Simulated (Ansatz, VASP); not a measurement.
## One calculation of PbSe, two programs

INCAR

```
PREC = Accurate
ENCUT = 520
EDIFF = 1E-8
ISMEAR = -1
SIGMA = 0.08
LREAL = False
LASPH = True
NELM = 60
ALGO = Normal
ISIF = 2
LWAVE = False
LCHARG = False
GGA = PE
LEFG = True
NBANDS = 28
```

The input KPOINTS:

```
Automatic mesh
0
Gamma
  8 8 5
```

Contents of POSCAR:

```
PbSe
1.0
    5.2170042374      0.0000000000      0.0000000000
   -2.6085021187      4.5180582012      0.0000000000
    0.0000000000      0.0000000000      6.2379148005
Pb Se
2 2
Direct
    0.3333333333      0.6666666667     -0.0620209164
    0.6666666667      0.3333333333      0.4379790836
    0.3333333333      0.6666666667      0.4380209164
    0.6666666667      0.3333333333      0.9380209164
```

Input for Ansatz:

```yaml
crystal:
  lattice:
    - [5.2170042374, 0.0, 0.0]
    - [-2.6085021187, 4.5180582012, 0.0]
    - [0.0, 0.0, 6.2379148005]
  atoms:
    - { symbol: Pb, position: [0.3333333333, 0.6666666667, -0.0620209164] }
    - { symbol: Pb, position: [0.6666666667, 0.3333333333, 0.4379790836] }
    - { symbol: Se, position: [0.3333333333, 0.6666666667, 0.4380209164] }
    - { symbol: Se, position: [0.6666666667, 0.3333333333, 0.9380209164] }
kpoints:
  mp_grid: { grid: [8, 8, 5] }
  band_path:
    path:
      - [0.0, 0.0, 0.0]
      - [0.5, 0.0, 0.0]
      - [0.3333333333, 0.3333333333, 0.0]
      - [0.0, 0.0, 0.0]
      - [0.0, 0.0, 0.5]
      - [0.5, 0.0, 0.5]
      - [0.3333333333, 0.3333333333, 0.5]
      - [0.0, 0.0, 0.5]
      - [0.5, 0.0, 0.5]
    npoints: 8
scf:
  occupations: { method: fermi_dirac, width: 0.08 }
hamiltonian:
  xc: pbe
  pseudopotentials: { kind: all_electron, datasets: crystal }
output:
  forces: true
  stress: true
  eigenvalues: true
  efg: { contact_densities: true }
```

Alike in both runs: task electric field gradients; functional PBE; k mesh 8 × 8 × 5; occupations fermi-dirac, width 0.08 eV; no spin polarisation.

|  | VASP | Ansatz |
| --- | --- | --- |
| version | VASP 6.6.1 | Ansatz 0.2.0 |
| potentials or method | VASP PAW PBE potentials, release 64 (Pb_d, Se), cutoff 520 eV | all-electron PAW with datasets made for the crystal, scalar-relativistic |

|  | VASP | Ansatz | Ansatz less VASP |
| --- | --- | --- | --- |
| pressure (GPa) | 0.0 | 0.0 | +0.02 |
| size of Vzz on the site where it differs most (V/Å²) | 30.7 | 28.5 | -2.25 |

Ansatz ran all-electron here, and VASP with PAW potentials.

Neither program's run includes spin-orbit coupling.
